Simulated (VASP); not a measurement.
Here is a VASP 6.6.1 calculation.

File INCAR:

```
PREC = Accurate ; ENCUT = 600
EDIFF = 1E-7 ; ISMEAR = 0
SIGMA = 0.1 ; LREAL = False
LASPH = True ; NELM = 150
ALGO = Normal ; ISIF = 3
LWAVE = False ; LCHARG = False
ISPIN = 2 ; MAGMOM = 3 0 0 0 0 0 0
LORBIT = 11 ; LMAXMIX = 4
GGA = PE ; IBRION = 2
NSW = 90 ; EDIFFG = -0.04
```

Contents of KPOINTS:

```
Automatic mesh
0
Gamma
  4 4 4
```

POSCAR

```
CoSi6
1.0
    4.5383851400      0.0000000000      0.0000000000
    0.0000000000      4.5383851400      0.0000000000
    0.0000000000      0.0000000000      4.5383851400
Co Si
1 6
Direct
    0.0000000000      0.0000000000      0.0000000000
    0.5000000000      0.5000000000      0.2070000000
    0.5000000000      0.5000000000      0.7930000000
    0.2070000000      0.5000000000      0.5000000000
    0.7930000000      0.5000000000      0.5000000000
    0.5000000000      0.2070000000      0.5000000000
    0.5000000000      0.7930000000      0.5000000000
```

Potentials or basis: VASP PAW PBE potentials, release 64 (Co, Si).

Command:

```console
$ cat potpaw_PBE.64/Co/POTCAR potpaw_PBE.64/Si/POTCAR > POTCAR
$ mpirun -np 1 vasp_std > vasp.out
```

(1) Predict the relaxed cell.

(2) Estimate the relaxed volume.

## Answers

(1) a = 5.778 Å, b = 5.778 Å, c = 5.778 Å, α = 90.00°, β = 90.00°, γ = 90.00°.

(2) 27.56 Å³/atom.

Caveat: the volume moved by over 15 % at a fixed basis, so the end points are rough.
